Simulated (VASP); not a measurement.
Runs of VASP 6.6.1 on HfB2. It takes space group Fm-3m (No. 225, cubic). Conventional cell: a = 5.432 Å, b = 5.432 Å, c = 5.432 Å, α = 90.00°, β = 90.00°, γ = 90.00°. Within 3.1 Å of Hf (site symmetry m-3m) lie 8 B at 2.35 Å. B (site symmetry -43m) has 4 Hf at 2.35 Å and 6 B at 2.72 Å within 3.1 Å. 

| level | share of exact exchange | gap on the mesh (eV) | pressure (GPa) |
| --- | --- | --- | --- |
| PBE-based screened hybrid with 5 % exact exchange | 0.05 | none | (b) |
| PBE-based screened hybrid with 50 % exact exchange | 0.5 | none | -5.7 |
| PBE-based screened hybrid with 15 % exact exchange | 0.15 | none | -1.8 |
| PBE-based screened hybrid with 40 % exact exchange | 0.4 | none | -4.6 |
| PBE-based screened hybrid with 10 % exact exchange | 0.1 | none | (a) |

Alike in all rows: task single point; potentials or basis VASP PAW PBE potentials, release 64 (Hf_pv, B); no spin polarisation; cell as given; k mesh 5 × 5 × 5; cutoff (eV) 520; smearing fermi-dirac 0.05 eV.

Q: Estimate the missing entries.

A: (a) -1.2; (b) -0.6.

Caveats: all runs use coarse meshes; the PAW data sets were made with another functional, which shifts forces and pressure a little; spin-orbit coupling is left out, which moves the levels of the heavy elements.

A k mesh can miss the band edges, and the runs leave out spin-orbit coupling on Hf.

A gap of «none» marks levels without a gap at the run's occupations.
